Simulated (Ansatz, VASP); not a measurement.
## KMgF3: VASP beside Ansatz

```xyz
5
Lattice="3.9859 0.0000 0.0000 0.0000 3.9859 0.0000 0.0000 0.0000 3.9859" Properties=species:S:1:pos:R:3 pbc="T T T"
K     1.9929    1.9929    1.9929
Mg    0.0000    0.0000    0.0000
F     1.9929    0.0000    0.0000
F     0.0000    1.9929    0.0000
F     0.0000    0.0000    1.9929
```

Alike in both runs: task relaxation of cell and atoms; functional PBE; k mesh 8 × 8 × 8; occupations fermi-dirac, width 0.02 eV; no spin polarisation.

|  | VASP | Ansatz |
| --- | --- | --- |
| version | VASP 6.6.1 | Ansatz 0.2.0 |
| potentials or method | VASP PAW PBE potentials, release 64 (K_sv, Mg, F), cutoff 600 eV | PAW plane waves |
| valence electrons in the cell | 32 | 40 |

Ansatz gave:

```
gap on the k mesh at the Fermi level, each at its own relaxed structure (eV) : 6.96
relaxed volume (Å³/atom)                                                     : 13.33
relaxed length of the cell vector where the two differ most in proportion (Å)              : 4.055
```

Problem. What did VASP give for the same quantities?

Solution. gap on the k mesh at the Fermi level, each at its own relaxed structure (eV): 6.98; relaxed volume (Å³/atom): 13.24; relaxed length of the cell vector where the two differ most in proportion (Å): 4.045.

VASP's potentials hold 32 valence electrons a cell and Ansatz's 40, so a difference there can come from the potentials and not from the codes.
